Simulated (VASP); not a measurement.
**CdGa2: single point with PBE**

The system is CdGa2.

```
Cd Ga
1.0
     0.00000    3.99548    3.99548
     3.99548    0.00000    3.99548
     3.99548    3.99548    0.00000
Cd Ga
2 4
Direct
  0.00000 0.00000 0.00000
  0.25000 0.25000 0.25000
  0.62500 0.62500 0.62500
  0.12500 0.62500 0.62500
  0.62500 0.62500 0.12500
  0.62500 0.12500 0.62500
```

```json
{"Program": "VASP 6.6.1", "Task": "single point", "Functional": "PBE", "Potentials or basis": "VASP PAW PBE potentials, release 64 (Cd, Ga_d)", "Cutoff": "520 eV", "k mesh": "8 × 8 × 8", "Occupations": "gaussian, width 0.1 eV", "Spin": "no spin polarisation", "Dipole correction": "no", "Further INCAR settings": "ALGO = Fast; EDIFF = 1e-06; NBANDS = 47"}
```

```json
{"Pressure": "0.2 GPa", "Band gap on the k mesh": "zero (bands 38 and 39 overlap by 3.82 eV)"}
```

Levels at points of the mesh, in eV from the Fermi level:
| k point | band 35 | band 36 | band 37 | band 38 | band 39 | band 40 | band 41 | band 42 |
| --- | --- | --- | --- | --- | --- | --- | --- | --- |
| (0.00, 0.00, 0.00) | -3.13 | -2.10 | -1.93 | -1.93 | -1.93 | 0.67 | 0.67 | 1.01 |
| (0.50, 0.00, 0.00) | -3.65 | -1.98 | -1.98 | -1.21 | 0.99 | 2.14 | 2.14 | 2.31 |
| (0.50, 0.50, 0.00) | -4.04 | -4.04 | 1.89 | 1.89 | 2.07 | 2.07 | 2.65 | 2.65 |

Run time: 3.4 min on 1 thread of Oxide Virtual Turin-like Processor, on a shared host, peak memory 0.29 GiB.
